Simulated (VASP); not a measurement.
# W in VASP: further runs

The runs below take W through electric field gradients, with PBEsol.

Everything below comes from runs of VASP 6.6.1. Logs are shortened: lines on timing, memory, paths and dates and some standing lists are left out, and cuts for length are marked.

## Step 1: The cell of the first run

It takes space group Fm-3m (No. 225, cubic). Conventional cell: a = 4.073 Å, b = 4.073 Å, c = 4.073 Å, α = 90.00°, β = 90.00°, γ = 90.00°. W (site symmetry m-3m) has 12 W at 2.88 Å within 3.8 Å.

This isn't the form of W at room conditions, which is bcc.

## Step 2: Electric field gradients, PBEsol (16.90 Å³/atom)

The input, INCAR:

```
SYSTEM = W
  PREC = Accurate
  ENCUT = 520
  EDIFF = 1E-8
  ISMEAR = -1
  SIGMA = 0.05
  LREAL = .False.
  LASPH = .True.
  NELM = 60
  ALGO = Normal
  ISIF = 2
  LWAVE = .False.
  LCHARG = .False.
  GGA = PS
  LEFG = .True.
  NBANDS = 13
```

The input, KPOINTS:

```
regular mesh
0
Gamma
  14 14 14
  0 0 0
```

The input, POSCAR:

```
W
1.0
    0.0000000000      2.0367442356      2.0367442356
    2.0367442356      0.0000000000      2.0367442356
    2.0367442356      2.0367442356      0.0000000000
W
1
Direct
    0.0000000000      0.0000000000      0.0000000000
```

Potentials or basis: VASP PAW PBE potentials, release 64 (W_sv).

Run with:

```
cat potpaw_PBE.64/W_sv/POTCAR > POTCAR
mpirun -np 1 vasp_std > vasp.out
```

OUTCAR:

```text
SYSTEM = W
   PREC = Accurate
   ENCUT = 520
   EDIFF = 1E-8
   ISMEAR = -1
   LREAL = .False.
   LASPH = .True.
   NELM = 60
   ISIF = 2
   GGA = PS

 ion  position               nearest neighbor table
   1  0.000  0.000  0.000-

  LATTYP: Found a face centered cubic cell.
 ALAT       =     4.0734884712

  Lattice vectors:

 A1 = (   0.0000000000,   2.0367442356,   2.0367442356)
 A2 = (   2.0367442356,   0.0000000000,   2.0367442356)
 A3 = (   2.0367442356,   2.0367442356,   0.0000000000)

Analysis of symmetry for initial positions (statically):
=====================================================================
 Subroutine PRICEL returns:
 Original cell was already a primitive cell.

 Routine SETGRP: Setting up the symmetry group for a
 face centered cubic supercell.

 Subroutine GETGRP returns: Found 48 space group operations
 (whereof 48 operations were pure point group operations)
 out of a pool of 48 trial point group operations.

The static configuration has the point symmetry O_h .

Analysis of symmetry for dynamics (positions and initial velocities):
=====================================================================
 Subroutine PRICEL returns:
 Original cell was already a primitive cell.

 Routine SETGRP: Setting up the symmetry group for a
 face centered cubic supercell.

 Subroutine GETGRP returns: Found 48 space group operations
 (whereof 48 operations were pure point group operations)
 out of a pool of 48 trial point group operations.

The dynamic configuration has the point symmetry O_h .

 Subroutine INISYM returns: Found 48 space group operations
 (whereof 48 operations are pure point group operations),
 and found     1 'primitive' translations

----------------------------------------------------------------------------------------

                                     Primitive cell

  volume of cell :      16.8982

  direct lattice vectors                    reciprocal lattice vectors
     0.000000000  2.036744236  2.036744236    -0.245489832  0.245489832  0.245489832
[... 126 lines left out ...]
  ext. energy  EPLUGINS =         0.00000000
  ---------------------------------------------------
  free energy    TOTEN  =       -13.27372278 eV

  energy without entropy =      -13.26300218  energy(sigma->0) =      -13.26836248

 E-fermi :   9.9057     XC(G=0): -13.3940

 val. band max:        9.9040498787   @ k =   0.2143   0.0714   0.0000
 cond. band min:       9.9220677355   @ k =  -0.1429   0.0714   0.0000
 fundamental gap:      0.0180178568
 Fermi energy:         9.9057289234

 k-point     1 :       0.0000    0.0000    0.0000
  band No.  band energies     occupation
      1     -63.7691      2.00000
      2     -27.4299      2.00000
      3     -27.4299      2.00000
      4     -27.4299      2.00000
      5       1.0710      2.00000
      6       9.3948      1.99993
      7       9.3948      1.99993
      8       9.3948      1.99993
      9      12.3813      0.00000
     10      12.3813      0.00000
     11      22.7126      0.00000
     12      27.7483      0.00000
     13      27.7483      0.00000
[... 354 lines left out ...]
  band No.  band energies     occupation
      1     -63.7138      2.00000
      2     -27.9596      2.00000
      3     -27.5739      2.00000
      4     -27.5631      2.00000
      5       3.7323      2.00000
      6       7.7254      2.00000
      7       9.5849      1.99674
      8      10.5115      0.00001
      9      11.8293      0.00000
     10      13.3984      0.00000
     11      24.3446      0.00000
     12      27.2301      0.00000
     13      29.3356      0.00000

 [... further k-points ...]

------------------------ aborting loop because EDIFF is reached ----------------------------------------

  FORCE on cell =-STRESS in cart. coord.  units (eV):
  Direction    XX          YY          ZZ          XY          YZ          ZX
  --------------------------------------------------------------------------------------
  -------------------------------------------------------------------------------------
  Total       -1.5437944     -1.5437944     -1.5437944      0.0000000     -0.0000000      0.0000000
  in kB     -146.3728592   -146.3728592   -146.3728592      0.0000000     -0.0000000      0.0000000
  external PRESSURE =    -146.3728592 kB  Pullay stress =       0.0000000 kB

 VOLUME and BASIS-vectors are now :
 -----------------------------------------------------------------------------
  energy-cutoff  :      520.00
  volume of cell :       16.90
      direct lattice vectors                 reciprocal lattice vectors
     0.000000000  2.036744236  2.036744236    -0.245489832  0.245489832  0.245489832
     2.036744236  0.000000000  2.036744236     0.245489832 -0.245489832  0.245489832
     2.036744236  2.036744236  0.000000000     0.245489832  0.245489832 -0.245489832

 POSITION                                       TOTAL-FORCE (eV/Angst)
 -----------------------------------------------------------------------------------
      0.00000      0.00000      0.00000         0.000000      0.000000      0.000000
 -----------------------------------------------------------------------------------
    total drift:                                0.000000      0.000000     -0.000000

  FREE ENERGIE OF THE ION-ELECTRON SYSTEM (eV)
  ---------------------------------------------------
  free  energy   TOTEN  =       -13.2737227811 eV

  energy  without entropy=      -13.2630021798  energy(sigma->0) =      -13.26836248

 Electric field gradients (V/A^2)
---------------------------------------------------------------------
 ion       V_xx      V_yy      V_zz      V_xy      V_xz      V_yz
---------------------------------------------------------------------
   1       0.000    -0.000    -0.000    -0.000    -0.000    -0.000
---------------------------------------------------------------------

 Electric field gradients after diagonalization (V/A^2)
 (convention: |V_zz| > |V_xx| > |V_yy|)
----------------------------------------------------------------------
 ion       V_xx      V_yy      V_zz     asymmetry (V_yy - V_xx)/ V_zz
----------------------------------------------------------------------
   1       0.000     0.000    -0.001       0.000
----------------------------------------------------------------------

           NMR quadrupolar parameters

 Cq : quadrupolar parameter    Cq=e*Q*V_zz/h
 eta: asymmetry parameters     (V_yy - V_xx)/ V_zz
 Q  : nuclear electric quadrupole moment in mb (millibarn)
----------------------------------------------------------------------
 ion       Cq(MHz)       eta       Q (mb)
----------------------------------------------------------------------
   1      -0.000       0.000       1.000
----------------------------------------------------------------------
```

Run time: 31 s. Hardware: 1 thread of Intel Xeon 8259CL, shared host; peak memory 0.15 GiB.

What came out:

```yaml
Free_energy: -13.2737 eV
Pressure: -14.6 GPa
Band_gap_on_the_k_mesh: zero (bands 7 and 8 overlap by 3.44 eV)
Largest_electric_field_gradient_by_atom: zero within the noise of the run
```

Levels at points of the mesh, in eV from the Fermi level:
```tsv
k point	band 4	band 5	band 6	band 7	band 8	band 9	band 10	band 11
(0.00, 0.00, 0.00)	-37.34	-8.83	-0.51	-0.51	-0.51	2.48	2.48	12.81
(0.50, 0.00, 0.00)	-37.48	-5.44	-0.73	-0.73	0.59	4.86	4.86	9.86
(0.50, 0.50, 0.00)	-37.71	-5.28	-4.32	2.93	4.82	5.57	5.57	11.51
```

Caveat: the cell stands under tension; the PAW data sets were made with another functional, which shifts forces and pressure a little; spin-orbit coupling is left out, which moves the levels of the heavy elements.

## Step 3: Electric field gradients, PBEsol (equal xy, yz and zx shear strains of -2 %)

The input, INCAR:

```
SYSTEM = W
ALGO = Normal
EDIFF = 1E-8
ENCUT = 520
GGA = PS
ISIF = 2
ISMEAR = -1
LASPH = .TRUE.
LCHARG = .FALSE.
LEFG = .TRUE.
LREAL = .FALSE.
LWAVE = .FALSE.
NBANDS = 13
NELM = 80
PREC = Accurate
SIGMA = 0.05
```

The input, KPOINTS:

```
k-points
0
G
  14 14 14
  0 0 0
```

The input, POSCAR:

```
W
1.0
   -0.0406000000      2.0097000000      2.0097000000
    2.0097000000     -0.0406000000      2.0097000000
    2.0097000000      2.0097000000     -0.0406000000
W
1
Direct
    0.0000000000      0.0000000000      0.0000000000
```

Potentials or basis: VASP PAW PBE potentials, release 64 (W_sv).

Run with:

```
cat potpaw_PBE.64/W_sv/POTCAR > POTCAR
mpirun -np 1 vasp_std > vasp.out
```

OUTCAR:

```text
SYSTEM = W
   EDIFF = 1E-8
   ENCUT = 520
   GGA = PS
   ISIF = 2
   ISMEAR = -1
   LASPH = .TRUE.
   LREAL = .FALSE.
   NELM = 80
   PREC = Accurate

 ion  position               nearest neighbor table
   1  0.000  0.000  0.000-

  LATTYP: Found a trigonal (rhomboedric) cell.
 ALAT       =     2.8424349667
 COS(alpha) =     0.4797000918

  Lattice vectors:

 A1 = (  -0.0406000000,   2.0097000000,   2.0097000000)
 A2 = (   2.0097000000,  -0.0406000000,   2.0097000000)
 A3 = (   2.0097000000,   2.0097000000,  -0.0406000000)

Analysis of symmetry for initial positions (statically):
=====================================================================
 Subroutine PRICEL returns:
 Original cell was already a primitive cell.

 Routine SETGRP: Setting up the symmetry group for a
 trigonal (rhombohedral) supercell.

 Subroutine GETGRP returns: Found 12 space group operations
[... 564 lines left out ...]
  external PRESSURE =    -118.6451500 kB  Pullay stress =       0.0000000 kB

 VOLUME and BASIS-vectors are now :
 -----------------------------------------------------------------------------
  energy-cutoff  :      520.00
  volume of cell :       16.73
      direct lattice vectors                 reciprocal lattice vectors
    -0.040600000  2.009700000  2.009700000    -0.241378315  0.246355187  0.246355187
     2.009700000 -0.040600000  2.009700000     0.246355187 -0.241378315  0.246355187
     2.009700000  2.009700000 -0.040600000     0.246355187  0.246355187 -0.241378315

 POSITION                                       TOTAL-FORCE (eV/Angst)
 -----------------------------------------------------------------------------------
      0.00000      0.00000      0.00000         0.000000     -0.000000      0.000000
 -----------------------------------------------------------------------------------
    total drift:                               -0.000000      0.000000      0.000000

  FREE ENERGIE OF THE ION-ELECTRON SYSTEM (eV)
  ---------------------------------------------------
  free  energy   TOTEN  =       -13.2980478466 eV

  energy  without entropy=      -13.2894500088  energy(sigma->0) =      -13.29374893

 Electric field gradients (V/A^2)
---------------------------------------------------------------------
 ion       V_xx      V_yy      V_zz      V_xy      V_xz      V_yz
---------------------------------------------------------------------
   1       0.000    -0.000    -0.000    -7.786    -7.786    -7.786
---------------------------------------------------------------------

 Electric field gradients after diagonalization (V/A^2)
 (convention: |V_zz| > |V_xx| > |V_yy|)
----------------------------------------------------------------------
 ion       V_xx      V_yy      V_zz     asymmetry (V_yy - V_xx)/ V_zz
----------------------------------------------------------------------
   1       7.786     7.786   -15.572       0.000
----------------------------------------------------------------------

           NMR quadrupolar parameters

 Cq : quadrupolar parameter    Cq=e*Q*V_zz/h
 eta: asymmetry parameters     (V_yy - V_xx)/ V_zz
 Q  : nuclear electric quadrupole moment in mb (millibarn)
----------------------------------------------------------------------
 ion       Cq(MHz)       eta       Q (mb)
----------------------------------------------------------------------
   1      -0.038       0.000       1.000
----------------------------------------------------------------------
```

OSZICAR:

```text
N       E                     dE             d eps       ncg     rms          rms(c)
DAV:   1     0.855002949377E+02    0.85500E+02   -0.74538E+03  7517   0.121E+03
DAV:   2    -0.123077548945E+02   -0.97808E+02   -0.94189E+02  8388   0.316E+02
DAV:   3    -0.140083239946E+02   -0.17006E+01   -0.16906E+01  8288   0.402E+01
DAV:   4    -0.140158200328E+02   -0.74960E-02   -0.74958E-02  8493   0.296E+00
DAV:   5    -0.140158881826E+02   -0.68150E-04   -0.68149E-04  8373   0.265E-01    0.190E+01
DAV:   6    -0.134429656893E+02    0.57292E+00   -0.48990E-01  7998   0.903E+00    0.716E+00
DAV:   7    -0.133034030675E+02    0.13956E+00   -0.22246E-01  8393   0.569E+00    0.604E-01
DAV:   8    -0.132981656743E+02    0.52374E-02   -0.42849E-03  7578   0.866E-01    0.793E-02
DAV:   9    -0.132980449827E+02    0.12069E-03   -0.12404E-04  9064   0.121E-01    0.361E-02
DAV:  10    -0.132980478653E+02   -0.28826E-05   -0.56392E-06  7958   0.292E-02    0.242E-03
DAV:  11    -0.132980479987E+02   -0.13343E-06   -0.28607E-07  8203   0.579E-03    0.148E-03
DAV:  12    -0.132980478666E+02    0.13211E-06   -0.82008E-09  5739   0.105E-03    0.116E-04
DAV:  13    -0.132980478506E+02    0.16022E-07   -0.93565E-10  4169   0.383E-04    0.909E-05
DAV:  14    -0.132980478466E+02    0.39531E-08   -0.13657E-10  3884   0.146E-04
   1 F= -.13298048E+02 E0= -.13293749E+02  d E =-.859784E-02
```

stdout:

```text
POSCAR found type information on POSCAR W
 POSCAR found :  1 types and       1 ions
 scaLAPACK will be used
 -----------------------------------------------------------------------------
|                                                                             |
|                                                                             |
|     You enforced a specific xc type in the INCAR file but a different       |
|     I HOPE YOU KNOW WHAT YOU ARE DOING!                                     |
|                                                                             |
 -----------------------------------------------------------------------------

 LDA part: xc-table for (Slater+PW92), standard interpolation
 POSCAR, INCAR and KPOINTS ok, starting setup
 FFT: planning ... GRIDC
 FFT: planning ... GRID_SOFT
 FFT: planning ... GRID
 WAVECAR not read
 entering main loop
ion   1
```

Wall time 74 s (1 thread of Intel Xeon 8259CL, shared host); peak memory 0.19 GiB.

What came out:

| Property | Result |
| --- | --- |
| Free energy | -13.2980 eV |
| Pressure | -11.9 GPa |
| Band gap on the k mesh | zero (bands 7 and 8 overlap by 3.53 eV) |
| Largest electric field gradient by atom | W -15.6 V/Å² |

Electric field gradients, principal values (V/Å²):
```tsv
atom	least	middle	greatest (by size)
1 W	7.786	7.786	-15.572
```

Caveat: the cell differs from its parent crystal (equal xy, yz and zx shear strains of -2 %); the cell stands under tension; without QUAD_EFG the Cq values of the log hold for a quadrupole moment of 1 mb, not for the nuclei; the PAW data sets were made with another functional, which shifts forces and pressure a little; spin-orbit coupling is left out, which moves the levels of the heavy elements.

[end of part 1 of 2]
